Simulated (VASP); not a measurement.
Input of a VASP 6.6.1 run:

File INCAR:

```
  PREC = Accurate
  ENCUT = 520
  EDIFF = 1E-7
  ISMEAR = 0
  SIGMA = 0.15
  LREAL = F
  LASPH = T
  NELM = 80
  ALGO = Normal
  ISIF = 2
  LWAVE = F
  LCHARG = F
  GGA = PS
  NBANDS = 18
```

Contents of KPOINTS:

```
Automatic mesh
0
Gamma
  11 11 8
```

The input POSCAR:

```
As
1.0
    1.8259429108     -5.6934005771      0.0000000000
    1.8259429108      5.6934005771      0.0000000000
    0.0000000000      0.0000000000      4.7398728700
As
4
Direct
    0.1045582800      0.8954417200      0.0735437500
    0.8954417200      0.1045582800      0.9285660112
    0.3954417200      0.6045582800      0.5735437500
    0.6045582800      0.3954417200      0.4264562500
```

Potentials or basis: VASP PAW PBE potentials, release 64 (As).

Command:

```sh
$ cat potpaw_PBE.64/As/POTCAR > POTCAR
$ mpirun -np 1 vasp_std > vasp.out
```

Predict the band gap on the k mesh.

0.03 eV, indirect (least direct gap 0.06 eV).

Predict the largest force.

0.264 eV/Å.

Estimate the pressure.

-0.9 GPa.

Forces on the atoms (eV/Å):
```
As   0.000 -0.146 -0.201
As   0.000  0.146  0.106
As   0.000  0.148 -0.124
As   0.000 -0.148  0.218
```

Caveat: the PAW data sets were made with another functional, which shifts forces and pressure a little. A k mesh can miss the band edges.
